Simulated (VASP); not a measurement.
Wanted: the native input for a VASP 6.6.1 run.

```
Task                   : single point
Functional             : r2SCAN
Potentials or basis    : VASP PAW PBE potentials, release 64 (In_d, As)
Cutoff                 : 520 eV
k mesh                 : 6 × 6 × 4
Occupations            : fermi-dirac, width 0.02 eV
Spin                   : no spin polarisation
Dipole correction      : no
Further INCAR settings : ALGO = Normal; EDIFF = 1e-06; NBANDS = 26
```

Crystal: InAs.

```
In As
1.0
     3.96530    0.00000    0.00000
    -1.98265    3.43405    0.00000
     0.00000    0.00000    6.84891
In As
2 2
Cartesian
  0.0000 0.0000 0.0000
  0.0000 0.0000 3.4245
  0.0000 2.2894 1.7122
  1.9826 1.1447 5.1367
```

These files were run (other wordings do the same):

POSCAR

```
InAs
1.0
    3.9652963230      0.0000000000      0.0000000000
   -1.9826481615      3.4340473492      0.0000000000
    0.0000000000      0.0000000000      6.8489073412
In As
2 2
Direct
    0.0000000000      0.0000000000      0.0000000000
    0.0000000000      0.0000000000      0.5000000000
    0.3333333333      0.6666666667      0.2500000000
    0.6666666667      0.3333333333      0.7500000000
```

INCAR.step1

```
PREC = Accurate ; ENCUT = 520
ISMEAR = -1 ; SIGMA = 0.02
LREAL = F ; LASPH = T
NELM = 60 ; NBANDS = 26
GGA = PE ; ALGO = Normal
EDIFF = 1E-4 ; LWAVE = T
LCHARG = F
```

INCAR.step2

```
PREC = Accurate ; ENCUT = 520
EDIFF = 1E-6 ; ISMEAR = -1
SIGMA = 0.02 ; LREAL = F
LASPH = T ; NELM = 60
ALGO = Normal ; ISIF = 2
LWAVE = F ; LCHARG = F
METAGGA = R2SCAN ; LMIXTAU = T
NBANDS = 26 ; ISTART = 1
```

KPOINTS

```
regular mesh
0
Gamma
  6 6 4
```

Potentials or basis: VASP PAW PBE potentials, release 64 (In_d, As).

Run with:

```bash
$ cat potpaw_PBE.64/In_d/POTCAR potpaw_PBE.64/As/POTCAR > POTCAR
$ cp INCAR.step1 INCAR
$ mpirun -np 1 vasp_std > vasp.out
$ cp INCAR.step2 INCAR
$ mpirun -np 1 vasp_std > vasp.out
```

Results of the run:

```yaml
Pressure: 0.1 GPa
Band_gap_on_the_k_mesh: zero (band 18 reaches 6.49 eV, above the bottom of band 19 at 3.43 eV)
```

Caveat: the PAW data sets were made with another functional, which shifts forces and pressure a little; spin-orbit coupling is left out, which moves the levels of the heavy elements.

It took 92 s on 1 thread of AMD EPYC 9R45 96-Core Processor (Zen 5), on a shared host, peak memory 0.21 GiB.
